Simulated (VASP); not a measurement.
Write the native input for VASP 6.6.1 that does the following.

```
Task                   : single point
Functional             : PBE
Potentials or basis    : VASP PAW PBE potentials, release 64 (Hf_pv, Ge_d, Ru_pv)
Cutoff                 : 520 eV
k mesh                 : 4 × 4 × 4
Occupations            : gaussian, width 0.1 eV
Spin                   : no spin polarisation
Dipole correction      : no
Further INCAR settings : ALGO = Normal; EDIFF = 1e-07; NBANDS = 37
```

The structure of Hf3GeRu lies in POSCAR:

```
Hf3GeRu
1.0
    4.8657721360      0.0000000000      0.0000000000
    0.0000000000      4.8657721360      0.0000000000
    0.0000000000      0.0000000000      4.8657721360
Hf Ge Ru
3 1 1
Direct
    0.5000000000      0.0000000000      0.0000000000
    0.0000000000      0.5000000000      0.0000000000
    0.0000000000      0.0000000000      0.5000000000
    0.0000000000      0.0000000000      0.0000000000
    0.5000000000      0.5000000000      0.5000000000
```

The cell was generated, and may not be a known phase.

One way to write it, as run:

INCAR

```
SYSTEM = Hf3GeRu
PREC = Accurate
ENCUT = 520
EDIFF = 1E-7
ISMEAR = 0
SIGMA = 0.1
LREAL = .False.
LASPH = .True.
NELM = 60
ALGO = Normal
ISIF = 2
LWAVE = .False.
LCHARG = .False.
GGA = PE
NBANDS = 37
```

KPOINTS

```
regular mesh
0
Gamma
  4 4 4
  0 0 0
```

Potentials or basis: VASP PAW PBE potentials, release 64 (Hf_pv, Ge_d, Ru_pv).

The run is started by

```bash
$ cat potpaw_PBE.64/Hf_pv/POTCAR potpaw_PBE.64/Ge_d/POTCAR potpaw_PBE.64/Ru_pv/POTCAR > POTCAR
$ mpirun -np 1 vasp_std > vasp.out
```

Results of the run:

The pressure is -0.4 GPa and the band gap on the k mesh is zero (bands 29 and 30 overlap by 0.52 eV).

Caveat: spin-orbit coupling is left out, which moves the levels of the heavy elements.

Wall time 40 s on 1 thread of Intel(R) Xeon(R) Platinum 8488C (Sapphire Rapids) (shared host), peak memory 0.22 GiB.
